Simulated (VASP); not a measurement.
Write the native input for VASP 6.6.1 that does the following.

| Item | Value |
| --- | --- |
| Task | single point |
| Functional | PBE |
| Potentials or basis | VASP PAW PBE potentials, release 64 (Ta_pv, As) |
| Cutoff | 500 eV |
| k mesh | 16 × 16 × 16 |
| Occupations | gaussian, width 0.05 eV |
| Spin | collinear spin |
| Starting moments | [1.0, 1.0, 0.0, 0.0] μB |
| Dipole correction | no |
| Further INCAR settings | ALGO = Normal; EDIFF = 1e-06; NBANDS = 28 |

The structure of TaAs lies in POSCAR:

```
TaAs
1.0
   -1.7313527948      1.7313527948      5.8680907028
    1.7313527948     -1.7313527948      5.8680907028
    1.7313527948      1.7313527948     -5.8680907028
Ta As
2 2
Direct
    0.5001693557      1.0001693557      0.5000000000
    0.7501693557      0.7501693557      0.0000000000
    0.0824300643      0.5824300643      0.5000000000
    0.3324300643      0.3324300643      0.0000000000
```

One way to write it, as run:

INCAR

```
SYSTEM = TaAs
PREC = Accurate
ENCUT = 500
EDIFF = 1E-6
ISMEAR = 0
SIGMA = 0.05
LREAL = .False.
LASPH = .True.
NELM = 200
ALGO = Normal
ISIF = 2
LWAVE = .False.
LCHARG = .False.
ISPIN = 2
MAGMOM = 1 1 0 0
LORBIT = 11
LMAXMIX = 4
GGA = PE
NBANDS = 28
GGA_COMPAT = .False.
KPAR = 4
```

KPOINTS

```
regular mesh
0
Gamma
  16 16 16
  0 0 0
```

Potentials or basis: VASP PAW PBE potentials, release 64 (Ta_pv, As).

Command:

```sh
$ cat potpaw_PBE.64/Ta_pv/POTCAR potpaw_PBE.64/As/POTCAR > POTCAR
$ mpirun -np 4 vasp_std > vasp.out
```

Results of the run:

| Item | Value |
| --- | --- |
| Pressure | 0.4 GPa |
| Band gap on the k mesh | zero (filled and empty bands overlap) |
| Net moment | 0.00 μB per cell |
| Valence electrons inside the program's atomic spheres | Ta 8.81; As 2.93 |

Caveat: spin-orbit coupling is left out, which moves the levels of the heavy elements.

Run time: 25 min on 4 MPI ranks on Oxide Virtual Turin-like Processor (shared host), peak memory 1.1 GiB a rank.
